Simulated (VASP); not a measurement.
Here is a VASP 6.6.1 calculation.

INCAR

```
  PREC = Accurate
  ENCUT = 520
  EDIFF = 1E-6
  ISMEAR = 0
  SIGMA = 0.02
  LREAL = F
  LASPH = T
  NELM = 80
  ALGO = Normal
  ISIF = 2
  LWAVE = F
  LCHARG = F
  GGA = PE
  NBANDS = 16
```

File KPOINTS:

```
regular mesh
0
Gamma
  8 8 8
```

POSCAR

```
ZnSe
1.0
    0.0000000000      2.9592806640      2.9592806640
    2.9592806640      0.0000000000      2.9592806640
    2.9592806640      2.9592806640      0.0000000000
Zn Se
1 1
Direct
    0.0000000000      0.0000000000      0.0000000000
    0.7500000000      0.7500000000      0.7500000000
```

Potentials or basis: VASP PAW PBE potentials, release 64 (Zn, Se).

Launch:

```console
$ cat potpaw_PBE.64/Zn/POTCAR potpaw_PBE.64/Se/POTCAR > POTCAR
$ mpirun -np 1 vasp_std > vasp.out
```

Problem. Estimate the band gap on the k mesh.

Solution. 0.79 eV, direct.

Problem. Predict the pressure.

Solution. -4.2 GPa.

Caveat: the cell differs from its parent crystal (functional PBE, strained).
